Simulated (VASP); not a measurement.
# Ag in VASP: single point with PBEsol

Aim: the single point of Ag with PBEsol.

Everything below comes from runs of VASP 6.6.1. Logs are shortened: lines on timing, memory, paths and dates and some standing lists are left out, and cuts for length are marked.

## 1. The cell of the first run

The cell holds a slab with vacuum, 7 atoms: a = 2.889 Å, b = 2.889 Å, c = 31.154 Å, α = 90.00°, β = 90.00°, γ = 60.00°.

## 2. Single point, PBEsol

Contents of INCAR:

```
  PREC = Accurate
  ENCUT = 400
  EDIFF = 1E-6
  ISMEAR = 0
  SIGMA = 0.1
  LREAL = F
  LASPH = T
  NELM = 120
  ALGO = Normal
  ISIF = 2
  LWAVE = F
  LCHARG = T
  LDIPOL = T
  IDIPOL = 3
  DIPOL = 0.5 0.5 0.500
  GGA = PS
  LELF = T
  LVHAR = T
  LVACPOTAV = T
  NBANDS = 48
  GGA_COMPAT = F
  NELMDL = -8
```

Contents of KPOINTS:

```
regular mesh
0
Gamma
  18 18 1
```

Contents of POSCAR:

```
Ag
1.0
    2.8892383079      0.0000000000      0.0000000000
    1.4446191540      2.5021537722      0.0000000000
    0.0000000000      0.0000000000     31.1543191995
Ag
7
Direct
    0.0000000000      0.0000000000      0.2774052180
    0.3333333333      0.3333333333      0.3514114672
    0.6666666667      0.6666666667      0.4255236956
    0.0000000000      0.0000000000      0.5000000002
    0.3333333333      0.3333333333      0.5744763054
    0.6666666667      0.6666666667      0.6485885328
    0.0000000000      0.0000000000      0.7225947808
```

Potentials or basis: VASP PAW PBE potentials, release 64 (Ag).

Command:

```
$ cat potpaw_PBE.64/Ag/POTCAR > POTCAR
$ mpirun -np 1 vasp_std > vasp.out
```

OUTCAR:

```text
PREC = Accurate
   ENCUT = 400
   EDIFF = 1E-6
   ISMEAR = 0
   LREAL = F
   LASPH = T
   NELM = 120
   ISIF = 2
   GGA = PS
   NELMDL = -8

 ion  position               nearest neighbor table
   1  0.000  0.000  0.277-   2 2.85   2 2.85   2 2.85
   2  0.333  0.333  0.351-   1 2.85   1 2.85   1 2.85   3 2.85   3 2.85   3 2.85
   3  0.667  0.667  0.426-   2 2.85   2 2.85   2 2.85   4 2.86   4 2.86   4 2.86
   4  0.000  0.000  0.500-   3 2.86   3 2.86   3 2.86   5 2.86   5 2.86   5 2.86
   5  0.333  0.333  0.574-   6 2.85   6 2.85   6 2.85   4 2.86   4 2.86   4 2.86
   6  0.667  0.667  0.649-   7 2.85   7 2.85   7 2.85   5 2.85   5 2.85   5 2.85
   7  0.000  0.000  0.723-   6 2.85   6 2.85   6 2.85

  LATTYP: Found a hexagonal cell.
 ALAT       =     2.8892383079
 C/A-ratio  =    10.7828831960

  Lattice vectors:

 A1 = (  -1.4446191540,  -2.5021537722,   0.0000000000)
 A2 = (   2.8892383079,   0.0000000000,   0.0000000000)
 A3 = (   0.0000000000,   0.0000000000,  31.1543191995)

Analysis of symmetry for initial positions (statically):
=====================================================================
 Subroutine PRICEL returns:
 Original cell was already a primitive cell.

 Routine SETGRP: Setting up the symmetry group for a
 hexagonal supercell.

 Subroutine GETGRP returns: Found 12 space group operations
 (whereof 12 operations were pure point group operations)
 out of a pool of 24 trial point group operations.

The static configuration has the point symmetry D_3d.

Analysis of symmetry for dynamics (positions and initial velocities):
=====================================================================
 Subroutine PRICEL returns:
 Original cell was already a primitive cell.

 Routine SETGRP: Setting up the symmetry group for a
 hexagonal supercell.

 Subroutine GETGRP returns: Found 12 space group operations
 (whereof 12 operations were pure point group operations)
 out of a pool of 24 trial point group operations.

The dynamic configuration has the point symmetry D_3d.

 Subroutine INISYM returns: Found 12 space group operations
 (whereof 12 operations are pure point group operations),
 and found     1 'primitive' translations

----------------------------------------------------------------------------------------

                                     Primitive cell

  volume of cell :     225.2245

  direct lattice vectors                    reciprocal lattice vectors
     2.889238308  0.000000000  0.000000000     0.346111983 -0.199827847  0.000000000
     1.444619154  2.502153772  0.000000000     0.000000000  0.399655693  0.000000000
     0.000000000  0.000000000 31.154319200     0.000000000  0.000000000  0.032098278

  length of vectors
     2.889238308  2.889238308 31.154319200     0.399655693  0.399655693  0.032098278

  position of ions in fractional coordinates (direct lattice)
     0.000000000  0.000000000  0.277405218
     0.333333333  0.333333333  0.351411467
     0.666666667  0.666666667  0.425523696
     0.000000000  0.000000000  0.500000000
     0.333333333  0.333333333  0.574476305
     0.666666667  0.666666667  0.648588533
     0.000000000  0.000000000  0.722594781

  ion indices of the primitive-cell ions
   primitive index   ion index
                 1           1
                 2           2
                 3           3
                 4           4
                 5           5
                 6           6
                 7           7

----------------------------------------------------------------------------------------

 KPOINTS: regular mesh

Automatic generation of k-mesh.
 Grid dimensions read from file:
 generate k-points for:   18   18    1

 Generating k-lattice:

  Cartesian coordinates                     Fractional coordinates (reciprocal lattice)
     0.019228443 -0.011101547  0.000000000     0.055555556 -0.000000000  0.000000000
     0.000000000  0.022203094  0.000000000     0.000000000  0.055555556  0.000000000
     0.000000000  0.000000000  0.032098278     0.000000000  0.000000000  1.000000000

  Length of vectors
     0.022203094  0.022203094  0.032098278

  Shift w.r.t. Gamma in fractional coordinates (k-lattice)
     0.000000000  0.000000000  0.000000000

 Subroutine IBZKPT returns following result:
 ===========================================

 Found     37 irreducible k-points:

 Following reciprocal coordinates:
            Coordinates               Weight
  0.000000  0.000000  0.000000      1.000000
  0.055556 -0.000000  0.000000      6.000000
  0.111111 -0.000000  0.000000      6.000000
  0.166667 -0.000000  0.000000      6.000000
  0.222222 -0.000000  0.000000      6.000000
  0.277778 -0.000000  0.000000      6.000000
[... 16 lines left out ...]
  0.444444  0.111111  0.000000     12.000000
  0.500000  0.111111  0.000000     12.000000
 [... further k-points ...]
   k-points           NKPTS =     37   k-points in BZ     NKDIM =     37   number of bands    NBANDS=     48
   number of dos      NEDOS =    301   number of ions     NIONS =      7
   total plane-waves  NPLWV =  84000
   dimension x,y,z NGX =    20 NGY =   20 NGZ =  210
   dimension x,y,z NGXF=    40 NGYF=   40 NGZF=  420
   ions per type =               7
   NGX,Y,Z   is equivalent  to a cutoff of  11.51, 11.51, 11.21 a.u.
   NGXF,Y,Z  is equivalent  to a cutoff of  23.02, 23.02, 22.41 a.u.
 SYSTEM =  unknown system
   PREC   = accura    normal or accurate (medium, high low for compatibility)
   ISTART =      0    job   : 0-new  1-cont  2-samecut
   ICHARG =      2    charge: 1-file 2-atom 10-const
   ISPIN  =      1    spin polarized calculation?
   LNONCOLLINEAR =      F non collinear calculations
   LSORBIT =      F    spin-orbit coupling
   LASPH  =      T    aspherical Exc in radial PAW
   ENCUT  =  400.0 eV  29.40 Ry    5.42 a.u.   4.71  4.71 50.80*2*pi/ulx,y,z
   NELM   =    120;   NELMIN=  2; NELMDL= -8     # of ELM steps
   EDIFF  = 0.1E-05   stopping-criterion for ELM
   LREAL  =      F    real-space projection
   EDIFFG = 0.1E-04   stopping-criterion for IOM
   NSW    =      0    number of steps for IOM
   IBRION =     -1    ionic relax: 0-MD 1-quasi-New 2-CG
   NFREE  =      0    steps in history (QN), initial steepest desc. (CG)
   ISIF   =      2    stress and relaxation
   ISYM   =      2    0-nonsym 1-usesym 2-fastsym
   POTIM  = 0.5000    time-step for ionic-motion
   TEBEG  =    0.0;   TEEND  =   0.0 temperature during run
   PSTRESS=    0.0 pullay stress
   NELECT =      77.0000    total number of electrons
   NUPDOWN=      -1.0000    fix difference up-down
   EMIN   =  10.00;   EMAX   =-10.00  energy-range for DOS
   EFERMI =   0.00;   METHOD = LEGACY
   ISMEAR =     0;   SIGMA  =   0.10  broadening in eV -4-tet -1-fermi 0-gaus
   EFERMI_NEDOS =   21; number of points for ismear=-14 and -15
   IALGO  =     38    algorithm
   IMIX   =      4    mixing-type and parameters
     AMIX     =   0.40;   BMIX     =  1.00
     AMIX_MAG =   1.60;   BMIX_MAG =  1.00
  volume/ion in A,a.u.               =      32.17       217.13
  Fermi-wavevector in a.u.,A,eV,Ry     =   1.144722  2.163210 17.828904  1.310387
  Thomas-Fermi vector in A             =   2.281413
   LORBIT       =      0    0 simple, 1 ext, 2 COOP (PROOUT), +10 PAW based schemes
   GGA     = PS    functional components
   LHFCALC =     F    Hartree Fock is set to
   AEXX    =    0.0000 exact exchange contribution
   IVDW    =     0    specifies the selected vdW correction
   LEPSILON=     F    determine dielectric tensor
   LRPA    =     F    only Hartree local field effects (RPA)
 non-spin polarized calculation
 Gauss-broadening in eV      SIGMA  =   0.10
  energy-cutoff  :      400.00
  volume of cell :      225.22
 maximum number of plane-waves:      4133
   NGX =  9   NGY =  9   NGZ =101

 dipolmoment           0.000000      0.000000      0.000000 electrons x Angstroem

 number of electron      76.9999993 magnetization

 dipolmoment           0.000000      0.000000     -0.000000 electrons x Angstroem

 Free energy of the ion-electron system (eV)
  ---------------------------------------------------
  ext. energy  EPLUGINS =         0.00000000
  ---------------------------------------------------
  free energy    TOTEN  =       -22.25862971 eV

  energy without entropy =      -22.24970043  energy(sigma->0) =      -22.25416507

 E-fermi :   2.2990     XC(G=0):  -7.0495

 val. band max:        2.2481636885   @ k =   0.4444   0.1111   0.0000
 cond. band min:       2.3300061961   @ k =   0.1111   0.0556   0.0000
 fundamental gap:      0.0818425076
 Fermi energy:         2.2989962981

 k-point     1 :       0.0000    0.0000    0.0000
  band No.  band energies     occupation
      1      -5.5585      2.00000
      2      -5.1490      2.00000
      3      -4.5662      2.00000
      4      -4.1954      2.00000
      5      -4.1581      2.00000
      6      -3.9595      2.00000
[... 40 lines left out ...]
     47       7.8795      0.00000
     48       8.3275      0.00000

 k-point     2 :       0.0556   -0.0000    0.0000
  band No.  band energies     occupation
      1      -5.4735      2.00000
      2      -5.0668      2.00000
      3      -4.4872      2.00000
      4      -4.1400      2.00000
      5      -4.0938      2.00000
      6      -3.8922      2.00000
[... 40 lines left out ...]
     47       7.9467      0.00000
     48       8.3909      0.00000

 k-point     3 :       0.1111   -0.0000    0.0000
  band No.  band energies     occupation
      1      -5.2264      2.00000
      2      -4.8312      2.00000
      3      -4.2660      2.00000
      4      -3.9874      2.00000
      5      -3.9203      2.00000
      6      -3.7087      2.00000
[... 40 lines left out ...]
     47       8.1527      0.00000
     48       8.5818      0.00000

 k-point     4 :       0.1667   -0.0000    0.0000
  band No.  band energies     occupation
      1      -4.8474      2.00000
      2      -4.4850      2.00000
      3      -3.9712      2.00000
      4      -3.7958      2.00000
      5      -3.7014      2.00000
      6      -3.4989      2.00000
[... 958 lines left out ...]
     47       9.5774      0.00000
     48       9.7278      0.00000

 k-point    23 :       0.4444    0.1111    0.0000
  band No.  band energies     occupation
      1      -3.9451      2.00000
      2      -3.9421      2.00000
      3      -3.8357      2.00000
      4      -3.7482      2.00000
      5      -3.7011      2.00000
      6      -3.6515      2.00000
[... 40 lines left out ...]
     47       9.2864      0.00000
     48       9.7267      0.00000

 k-point    24 :       0.5000    0.1111    0.0000
  band No.  band energies     occupation
      1      -4.0516      2.00000
      2      -3.9892      2.00000
      3      -3.9061      2.00000
      4      -3.8360      2.00000
      5      -3.7662      2.00000
      6      -3.7121      2.00000
[... 40 lines left out ...]
     47       8.7022      0.00000
     48       9.7568      0.00000

 [... further k-points ...]

------------------------ aborting loop because EDIFF is reached ----------------------------------------

  FORCE on cell =-STRESS in cart. coord.  units (eV):
  Direction    XX          YY          ZZ          XY          YZ          ZX
  --------------------------------------------------------------------------------------
  -------------------------------------------------------------------------------------
  Total       -2.2401513     -2.2401513     -0.3818461     -0.0000000      0.0000000     -0.0000000
  in kB      -15.9357429    -15.9357429     -2.7163352     -0.0000000      0.0000000     -0.0000000
  external PRESSURE =     -11.5292737 kB  Pullay stress =       0.0000000 kB

 VOLUME and BASIS-vectors are now :
 -----------------------------------------------------------------------------
  energy-cutoff  :      400.00
  volume of cell :      225.22
      direct lattice vectors                 reciprocal lattice vectors
     2.889238308  0.000000000  0.000000000     0.346111983 -0.199827847  0.000000000
     1.444619154  2.502153772  0.000000000     0.000000000  0.399655693  0.000000000
     0.000000000  0.000000000 31.154319200     0.000000000  0.000000000  0.032098278

 POSITION                                       TOTAL-FORCE (eV/Angst)
 -----------------------------------------------------------------------------------
      0.00000      0.00000      8.64237         0.000000      0.000000      0.004593
      1.44462      0.83405     10.94799         0.000000      0.000000     -0.000393
      2.88924      1.66810     13.25690         0.000000     -0.000000      0.001644
      0.00000      0.00000     15.57716         0.000000      0.000000      0.000000
      1.44462      0.83405     17.89742        -0.000000     -0.000000     -0.001644
      2.88924      1.66810     20.20633        -0.000000     -0.000000      0.000393
      0.00000      0.00000     22.51195         0.000000      0.000000     -0.004593
 -----------------------------------------------------------------------------------
    total drift:                                0.000000      0.000000     -0.000001

  FREE ENERGIE OF THE ION-ELECTRON SYSTEM (eV)
  ---------------------------------------------------
  free  energy   TOTEN  =       -22.2586297136 eV

  energy  without entropy=      -22.2497004310  energy(sigma->0) =      -22.25416507

 vacuum level on the upper side and lower side of the slab         6.796         6.796
```

Wall time 12 min (1 thread of Oxide Virtual Turin-like, shared host); peak memory 0.36 GiB.

What came out:

- Free energy: -22.2586 eV
- Largest force: 0.005 eV/Å
- Band gap on the k mesh: zero (an odd number of electrons rules out a gap without spin polarisation)

Forces in eV/Å, atoms in the order of the input:
```
Ag   0.000  0.000  0.005
Ag   0.000  0.000  0.000
Ag   0.000  0.000  0.002
Ag   0.000  0.000  0.000
Ag   0.000  0.000 -0.002
Ag   0.000  0.000  0.000
Ag   0.000  0.000 -0.005
```

Caveat: the PAW data sets were made with another functional, which shifts forces and pressure a little.

The gap in the log of VASP goes by the Fermi energy; the results here count the filled bands.